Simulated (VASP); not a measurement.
Wanted: the native input for a VASP 6.6.1 run.

- Task: single point
- Functional: r2SCAN
- Potentials or basis: VASP PAW PBE potentials, release 64 (Cs_sv)
- Cutoff: 520 eV
- k mesh: 10 × 10 × 10
- Occupations: gaussian, width 0.05 eV
- Spin: no spin polarisation
- Dipole correction: no
- Further INCAR settings: ALGO = Normal; EDIFF = 1e-06; NBANDS = 10

The system is Cs.

```
Cs
1.0
    -3.05606    3.05606    3.05606
     3.05606   -3.05606    3.05606
     3.05606    3.05606   -3.05606
Cs
1
Direct
  0.00000 0.00000 0.00000
```

These files were run (other wordings do the same):

POSCAR

```
Cs
1.0
   -3.0560620584      3.0560620584      3.0560620584
    3.0560620584     -3.0560620584      3.0560620584
    3.0560620584      3.0560620584     -3.0560620584
Cs
1
Direct
    0.0000000000      0.0000000000      0.0000000000
```

INCAR.step1

```
SYSTEM = Cs
PREC = Accurate ; ENCUT = 520
ISMEAR = 0 ; SIGMA = 0.05
LREAL = .FALSE. ; LASPH = .TRUE.
NELM = 60 ; NBANDS = 10
GGA = PE ; ALGO = Normal
EDIFF = 1E-4 ; LWAVE = .TRUE.
LCHARG = .FALSE.
```

INCAR.step2

```
SYSTEM = Cs
PREC = Accurate ; ENCUT = 520
EDIFF = 1E-6 ; ISMEAR = 0
SIGMA = 0.05 ; LREAL = .FALSE.
LASPH = .TRUE. ; NELM = 60
ALGO = Normal ; ISIF = 2
LWAVE = .FALSE. ; LCHARG = .FALSE.
METAGGA = R2SCAN ; LMIXTAU = .TRUE.
NBANDS = 10 ; ISTART = 1
```

KPOINTS

```
regular mesh
0
G
  10 10 10
  0 0 0
```

Potentials or basis: VASP PAW PBE potentials, release 64 (Cs_sv).

Run with:

```bash
$ cat potpaw_PBE.64/Cs_sv/POTCAR > POTCAR
$ cp INCAR.step1 INCAR
$ mpirun -np 1 vasp_std > vasp.out
$ cp INCAR.step2 INCAR
$ mpirun -np 1 vasp_std > vasp.out
```

Results of the run:

```yaml
Pressure: 0.2 GPa
Band_gap_on_the_k_mesh: zero (an odd number of electrons rules out a gap without spin polarisation)
```

Caveat: the PAW data sets were made with another functional, which shifts forces and pressure a little; spin-orbit coupling is left out, which moves the levels of the heavy elements.

It took 100 s on 1 thread of Intel(R) Xeon(R) 6975P-C (Granite Rapids) (shared host), peak memory 0.27 GiB.
